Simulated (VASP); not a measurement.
# Na2S (Fm-3m) in VASP: single point with PBE

Aim: the single point of Na2S with PBE.

Program: VASP 6.6.1. These are calculated values, not measurements. Logs are shortened: lines on timing, memory, paths and dates and some standing lists are left out, and cuts for length are marked.

**1. The cell of the first run**

It takes space group Fm-3m (No. 225, cubic). Conventional cell: a = 6.567 Å, b = 6.567 Å, c = 6.567 Å, α = 90.00°, β = 90.00°, γ = 90.00°. Na (site symmetry -43m) has 4 S at 2.84 Å and 6 Na at 3.28 Å within 3.7 Å. S (site symmetry m-3m) has 8 Na at 2.84 Å within 3.7 Å.

**2. Single point, PBE**

File INCAR:

```
SYSTEM = Na2S
PREC = Accurate
ENCUT = 500
EDIFF = 1E-6
ISMEAR = 0
SIGMA = 0.01
LREAL = Auto
LASPH = .TRUE.
NELM = 120
ALGO = Normal
ISIF = 2
LWAVE = .FALSE.
LCHARG = .FALSE.
GGA = PE
NBANDS = 190
GGA_COMPAT = .FALSE.
```

File KPOINTS:

```
Automatic mesh
0
Gamma
  2 2 2
  0.5 0.5 0.5
```

File POSCAR:

```
Na2S
1.0
   -6.5672503468     -6.5672503468      6.5672503468
    6.5672503468      6.5672503468      6.5672503468
   -6.5672503468      6.5672503468     -6.5672503468
Na S
32 16
Direct
    0.0000000000      0.2500000000      0.0000000000
    0.2500000000      0.2500000000      0.7500000000
    0.0000000000      0.5000000000      0.7500000000
    0.5000000000      0.2500000000      0.5000000000
    0.2500000000      0.5000000000      0.5000000000
    0.0000000000      0.7500000000      0.5000000000
    0.7500000000      0.2500000000      0.2500000000
    0.5000000000      0.5000000000      0.2500000000
    0.2500000000      0.7500000000      0.2500000000
    0.0000000000      0.0000000000      0.2500000000
    0.7500000000      0.5000000000      0.0000000000
    0.5000000000      0.7500000000      0.0000000000
    0.2500000000      0.0000000000      0.0000000000
    0.7500000000      0.7500000000      0.7500000000
    0.5000000000      0.0000000000      0.7500000000
    0.7500000000      0.0000000000      0.5000000000
    0.0000000000      0.7500000000      0.0000000000
    0.2500000000      0.7500000000      0.7500000000
    0.0000000000      0.0000000000      0.7500000000
    0.5000000000      0.7500000000      0.5000000000
    0.2500000000      0.0000000000      0.5000000000
    0.0000000000      0.2500000000      0.5000000000
    0.7500000000      0.7500000000      0.2500000000
    0.5000000000      0.0000000000      0.2500000000
    0.2500000000      0.2500000000      0.2500000000
    0.0000000000      0.5000000000      0.2500000000
    0.7500000000      0.0000000000      0.0000000000
    0.5000000000      0.2500000000      0.0000000000
    0.2500000000      0.5000000000      0.0000000000
    0.7500000000      0.2500000000      0.7500000000
    0.5000000000      0.5000000000      0.7500000000
    0.7500000000      0.5000000000      0.5000000000
    0.0000000000      0.0000000000      0.0000000000
    0.2500000000      0.0000000000      0.7500000000
    0.0000000000      0.2500000000      0.7500000000
    0.5000000000      0.0000000000      0.5000000000
    0.2500000000      0.2500000000      0.5000000000
    0.0000000000      0.5000000000      0.5000000000
    0.7500000000      0.0000000000      0.2500000000
    0.5000000000      0.2500000000      0.2500000000
    0.2500000000      0.5000000000      0.2500000000
    0.0000000000      0.7500000000      0.2500000000
    0.7500000000      0.2500000000      0.0000000000
    0.5000000000      0.5000000000      0.0000000000
    0.2500000000      0.7500000000      0.0000000000
    0.7500000000      0.5000000000      0.7500000000
    0.5000000000      0.7500000000      0.7500000000
    0.7500000000      0.7500000000      0.5000000000
```

Potentials or basis: VASP PAW PBE potentials, release 64 (Na_pv, S).

Launch:

```console
$ cat potpaw_PBE.64/Na_pv/POTCAR potpaw_PBE.64/S/POTCAR > POTCAR
$ mpirun -np 1 vasp_std > vasp.out
```

OUTCAR:

```text
SYSTEM = Na2S
   PREC = Accurate
   ENCUT = 500
   EDIFF = 1E-6
   ISMEAR = 0
   LREAL = Auto
   LASPH = .TRUE.
   NELM = 120
   ISIF = 2
   GGA = PE

 ion  position               nearest neighbor table
   1  0.000  0.250  0.000-
   2  0.250  0.250  0.750-
   3  0.000  0.500  0.750-
   4  0.500  0.250  0.500-
   5  0.250  0.500  0.500-
   6  0.000  0.750  0.500-
[... 40 lines left out ...]
  47  0.500  0.750  0.750-
  48  0.750  0.750  0.500-

  LATTYP: Found a body centered cubic cell.
 ALAT       =    13.1345006936

  Lattice vectors:

 A1 = (  -6.5672503468,  -6.5672503468,   6.5672503468)
 A2 = (   6.5672503468,   6.5672503468,   6.5672503468)
 A3 = (  -6.5672503468,   6.5672503468,  -6.5672503468)

Analysis of symmetry for initial positions (statically):
=====================================================================
 Subroutine PRICEL returns following result:

  LATTYP: Found a face centered cubic cell.
 ALAT       =     6.5672503468

  Lattice vectors:

 A1 = (   3.2836251734,   3.2836251734,   0.0000000000)
 A2 = (   3.2836251734,   0.0000000000,  -3.2836251734)
 A3 = (   0.0000000000,   3.2836251734,  -3.2836251734)

  16 primitive cells build up your supercell.

 Routine SETGRP: Setting up the symmetry group for a
 body centered cubic supercell.

 Subroutine GETGRP returns: Found 48 space group operations
 (whereof 48 operations were pure point group operations)
 out of a pool of 48 trial point group operations.

The static configuration has the point symmetry O_h .

Analysis of symmetry for dynamics (positions and initial velocities):
=====================================================================
 Subroutine PRICEL returns following result:

  LATTYP: Found a face centered cubic cell.
 ALAT       =     6.5672503468

  Lattice vectors:

 A1 = (   3.2836251734,   3.2836251734,   0.0000000000)
 A2 = (   3.2836251734,   0.0000000000,  -3.2836251734)
 A3 = (   0.0000000000,   3.2836251734,  -3.2836251734)

  16 primitive cells build up your supercell.

 Routine SETGRP: Setting up the symmetry group for a
 body centered cubic supercell.

 Subroutine GETGRP returns: Found 48 space group operations
 (whereof 48 operations were pure point group operations)
 out of a pool of 48 trial point group operations.

The dynamic configuration has the point symmetry O_h .

 Subroutine INISYM returns: Found 48 space group operations
 (whereof 48 operations are pure point group operations),
 and found    16 'primitive' translations

----------------------------------------------------------------------------------------

                                     Primitive cell

  volume of cell :      70.8094

  direct lattice vectors                    reciprocal lattice vectors
     3.283625173  3.283625173  0.000000000     0.152270729  0.152270729  0.152270729
     3.283625173  0.000000000 -3.283625173     0.152270729 -0.152270729 -0.152270729
     0.000000000  3.283625173 -3.283625173    -0.152270729  0.152270729 -0.152270729

  length of vectors
     4.643747254  4.643747254  4.643747254     0.263740640  0.263740640  0.263740640

  position of ions in fractional coordinates (direct lattice)
     0.750000000  0.750000000  0.750000000
     0.250000000  0.250000000  0.250000000
     0.000000000  0.000000000  0.000000000

  ion indices of the primitive-cell ions
   primitive index   ion index
                 1           1
                 2          29
                 3          33

----------------------------------------------------------------------------------------

 KPOINTS: Automatic mesh

Automatic generation of k-mesh.
 Grid dimensions read from file:
 generate k-points for:    2    2    2

 Generating k-lattice:

  Cartesian coordinates                     Fractional coordinates (reciprocal lattice)
    -0.038067682  0.000000000  0.038067682     0.500000000  0.000000000  0.000000000
     0.000000000  0.038067682  0.038067682     0.000000000  0.500000000  0.000000000
    -0.038067682  0.038067682  0.000000000     0.000000000  0.000000000  0.500000000

  Length of vectors
     0.053835833  0.053835833  0.053835833

  Shift w.r.t. Gamma in fractional coordinates (k-lattice)
     0.500000000  0.500000000  0.500000000

 Subroutine IBZKPT returns following result:
 ===========================================

 Found      2 irreducible k-points:

 Following reciprocal coordinates:
            Coordinates               Weight
  0.250000  0.250000  0.250000      2.000000
 -0.250000  0.250000  0.250000      6.000000
   k-points           NKPTS =      2   k-points in BZ     NKDIM =      2   number of bands    NBANDS=    190
   number of dos      NEDOS =    301   number of ions     NIONS =     48
   total plane-waves  NPLWV = 592704
   dimension x,y,z NGX =    84 NGY =   84 NGZ =   84
   dimension x,y,z NGXF=   168 NGYF=  168 NGZF=  168
   ions per type =              32  16
   NGX,Y,Z   is equivalent  to a cutoff of  12.28, 12.28, 12.28 a.u.
   NGXF,Y,Z  is equivalent  to a cutoff of  24.55, 24.55, 24.55 a.u.
 SYSTEM =  Na2S
   PREC   = accura    normal or accurate (medium, high low for compatibility)
   ISTART =      0    job   : 0-new  1-cont  2-samecut
   ICHARG =      2    charge: 1-file 2-atom 10-const
   ISPIN  =      1    spin polarized calculation?
   LNONCOLLINEAR =      F non collinear calculations
   LSORBIT =      F    spin-orbit coupling
   LASPH  =      T    aspherical Exc in radial PAW
   ENCUT  =  500.0 eV  36.75 Ry    6.06 a.u.  20.74 20.74 20.74*2*pi/ulx,y,z
   NELM   =    120;   NELMIN=  2; NELMDL= -5     # of ELM steps
   EDIFF  = 0.1E-05   stopping-criterion for ELM
   LREAL  =      T    real-space projection
   EDIFFG = 0.1E-04   stopping-criterion for IOM
   NSW    =      0    number of steps for IOM
   IBRION =     -1    ionic relax: 0-MD 1-quasi-New 2-CG
   NFREE  =      0    steps in history (QN), initial steepest desc. (CG)
   ISIF   =      2    stress and relaxation
   ISYM   =      2    0-nonsym 1-usesym 2-fastsym
   POTIM  = 0.5000    time-step for ionic-motion
   TEBEG  =    0.0;   TEEND  =   0.0 temperature during run
   PSTRESS=    0.0 pullay stress
   NELECT =     320.0000    total number of electrons
   NUPDOWN=      -1.0000    fix difference up-down
   EMIN   =  10.00;   EMAX   =-10.00  energy-range for DOS
   EFERMI =   0.00;   METHOD = LEGACY
   ISMEAR =     0;   SIGMA  =   0.01  broadening in eV -4-tet -1-fermi 0-gaus
   EFERMI_NEDOS =   21; number of points for ismear=-14 and -15
   IALGO  =     38    algorithm
   IMIX   =      4    mixing-type and parameters
     AMIX     =   0.40;   BMIX     =  1.00
     AMIX_MAG =   1.60;   BMIX_MAG =  1.00
  volume/ion in A,a.u.               =      23.60       159.28
  Fermi-wavevector in a.u.,A,eV,Ry     =   1.074124  2.029801 15.697630  1.153743
  Thomas-Fermi vector in A             =   2.209944
   LORBIT       =      0    0 simple, 1 ext, 2 COOP (PROOUT), +10 PAW based schemes
   GGA     = PE    functional components
   LHFCALC =     F    Hartree Fock is set to
   AEXX    =    0.0000 exact exchange contribution
   IVDW    =     0    specifies the selected vdW correction
   LEPSILON=     F    determine dielectric tensor
   LRPA    =     F    only Hartree local field effects (RPA)
 non-spin polarized calculation
 Gauss-broadening in eV      SIGMA  =   0.01
  energy-cutoff  :      500.00
  volume of cell :     1132.95
 maximum number of plane-waves:     28796
 NGX is ok and might be reduce to    84
   NGX = 41   NGY = 41   NGZ = 41

 number of electron     319.9999481 magnetization

 Free energy of the ion-electron system (eV)
  ---------------------------------------------------
  ext. energy  EPLUGINS =         0.00000000
  ---------------------------------------------------
  free energy    TOTEN  =      -159.63542327 eV

  energy without entropy =     -159.63542327  energy(sigma->0) =     -159.63542327

 E-fermi :   0.1445     XC(G=0):  -7.7778

 val. band max:        0.0700229299   @ k =   0.2500   0.2500   0.2500
 cond. band min:       3.2022543400   @ k =  -0.2500   0.2500   0.2500
 fundamental gap:      3.1322314101
 Fermi energy:         0.1445096943

 k-point     1 :       0.2500    0.2500    0.2500
  band No.  band energies     occupation
      1     -22.1400      2.00000
      2     -22.1400      2.00000
      3     -22.1400      2.00000
      4     -22.1400      2.00000
      5     -22.1400      2.00000
      6     -22.1400      2.00000
[... 164 lines left out ...]
    171       4.8719      0.00000
    172       4.8719      0.00000

 k-point     2 :      -0.2500    0.2500    0.2500
  band No.  band energies     occupation
      1     -22.1526      2.00000
      2     -22.1526      2.00000
      3     -22.1461      2.00000
      4     -22.1461      2.00000
      5     -22.1461      2.00000
      6     -22.1461      2.00000
[... 164 lines left out ...]
    171       5.1026      0.00000
    172       5.1026      0.00000
 [bands above 172 left out]

------------------------ aborting loop because EDIFF is reached ----------------------------------------

  FORCE on cell =-STRESS in cart. coord.  units (eV):
  Direction    XX          YY          ZZ          XY          YZ          ZX
  --------------------------------------------------------------------------------------
  -------------------------------------------------------------------------------------
  Total       -0.0621032     -0.0621032     -0.0621032      0.0000000      0.0000000      0.0000000
  in kB       -0.0878242     -0.0878242     -0.0878242      0.0000000      0.0000000      0.0000000
  external PRESSURE =      -0.0878242 kB  Pullay stress =       0.0000000 kB

 VOLUME and BASIS-vectors are now :
 -----------------------------------------------------------------------------
  energy-cutoff  :      500.00
  volume of cell :     1132.95
      direct lattice vectors                 reciprocal lattice vectors
    -6.567250347 -6.567250347  6.567250347    -0.076135365  0.000000000  0.076135365
     6.567250347  6.567250347  6.567250347     0.000000000  0.076135365  0.076135365
    -6.567250347  6.567250347 -6.567250347    -0.076135365  0.076135365  0.000000000

 POSITION                                       TOTAL-FORCE (eV/Angst)
 -----------------------------------------------------------------------------------
      1.64181      1.64181      1.64181        -0.000000     -0.000000     -0.000000
     -4.92544      4.92544     -1.64181        -0.000000      0.000000      0.000000
     -1.64181      8.20906     -1.64181        -0.000000     -0.000000      0.000000
     -4.92544      1.64181      1.64181        -0.000000      0.000000      0.000000
     -1.64181      4.92544      1.64181        -0.000000      0.000000     -0.000000
      1.64181      8.20906      1.64181        -0.000000      0.000000     -0.000000
[... 40 lines left out ...]
     -3.28363      6.56725      3.28363        -0.000000     -0.000000     -0.000000
     -3.28363      3.28363      6.56725        -0.000000     -0.000000     -0.000000
 -----------------------------------------------------------------------------------
    total drift:                               -0.000000      0.000000      0.000000

  FREE ENERGIE OF THE ION-ELECTRON SYSTEM (eV)
  ---------------------------------------------------
  free  energy   TOTEN  =      -159.6354232728 eV

  energy  without entropy=     -159.6354232728  energy(sigma->0) =     -159.63542327
```

Run time: 8.1 min. Hardware: 1 thread of AMD EPYC 9R45 (Zen 5), shared host; peak memory 1.1 GiB.

What came out:

| Property | Result |
| --- | --- |
| Free energy | -159.6354 eV |
| Pressure | 0.0 GPa |
| Band gap on the k mesh | 3.13 eV |

Caveat: a shifted mesh leaves out Γ, where band edges can lie. A k mesh can miss the band edges.
